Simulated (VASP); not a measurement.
## YbN: single point with LDA+U

Crystal: YbN.

```
Yb N
1.0
     0.00000    2.65285    2.65285
     2.65285    0.00000    2.65285
     2.65285    2.65285    0.00000
Yb N
1 1
Direct
  0.00000 0.00000 0.00000
  0.25000 0.25000 0.25000
```

| Item | Value |
| --- | --- |
| Program | VASP 6.6.1 |
| Task | single point |
| Functional | LDA |
| Potentials or basis | VASP PAW PBE potentials, release 64 (Yb, N) |
| Cutoff | 520 eV |
| k mesh | 6 × 6 × 6 |
| Occupations | gaussian, width 0.05 eV |
| Spin | collinear spin, ferromagnetic start |
| Starting moments | [1.08, 0.06] μB |
| Fixed moment | 1.1 μB |
| Hubbard terms | Yb f U = 7.0 eV, J = 0.5 eV |
| Dipole correction | no |
| LDAUTYPE | 1 |
| Hund's J | 0.5 |
| Further INCAR settings | ALGO = Normal; EDIFF = 1e-06; NBANDS = 26 |

| Item | Value |
| --- | --- |
| Pressure | -12.4 GPa |
| Net moment | 1.10 μB per cell |
| Site moments | Yb +0.53; N +0.39 μB |
| Valence electrons inside the program's atomic spheres | Yb 22.25; N 3.58 |

Eigenvalues of the final occupation matrices:
```
    site  spin  trace                         eigenvalues
site 1 f     1   6.99  1.00 1.00 1.00 1.00 1.00 1.00 1.00
site 1 f     2   6.54  0.86 0.86 0.86 0.99 0.99 0.99 0.99
```

Run time: 22 s on 1 thread of Intel(R) Xeon(R) 6975P-C (Granite Rapids), with other jobs on the host, peak memory 0.18 GiB.

Caveat: the cell stands under tension; the PAW data sets were made with another functional, which shifts forces and pressure a little; spin-orbit coupling is left out, which moves the levels of the heavy elements; the total moment is fixed, so each spin has its own Fermi level. The state reached can hang on the start; a lower one may exist.
